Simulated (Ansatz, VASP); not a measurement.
## One calculation of Na5H, two programs

```xyz
6
Lattice="7.9991 0.0000 0.0000 -3.9995 6.9274 0.0000 0.0000 0.0000 3.3631" Properties=species:S:1:pos:R:3 pbc="T T T"
Na   -3.0755    5.3269    0.0000
Na    6.1510    0.0000    0.0000
Na    0.9240    1.6005    0.0000
Na    3.9995    2.3091    1.6815
Na    0.0000    4.6183    1.6815
H     0.0000    0.0000    1.6815
```

Change from the starting cell: species swapped into the CaMg5 type (P-62m, No. 189).

Alike in both runs: task relaxation of cell and atoms; functional PBE; k mesh 3 × 3 × 6; occupations gaussian, width 0.1 eV; no spin polarisation.

```csv
,VASP,Ansatz
version,VASP 6.6.1,Ansatz 0.2.0
potentials or method,"VASP PAW PBE potentials, release 64 (Na_pv, H), cutoff 600 eV","scalar-relativistic, plane waves, PAW"
valence electrons in the cell,36,46
```

|  | VASP | Ansatz | Ansatz less VASP |
| --- | --- | --- | --- |
| gap on the k mesh at the Fermi level, each at its own relaxed structure (eV) | none | none | - |
| relaxed volume (Å³/atom) | 31.20 | 31.06 | -0.138 |
| relaxed length of the cell vector where the two differ most in proportion (Å) | 3.370 | 3.363 | -0.0070 |

A gap of «none» marks a metal or a gap that the smearing closes. VASP's potentials hold 36 valence electrons a cell and Ansatz's 46, so a difference there can come from the potentials and not from the codes.
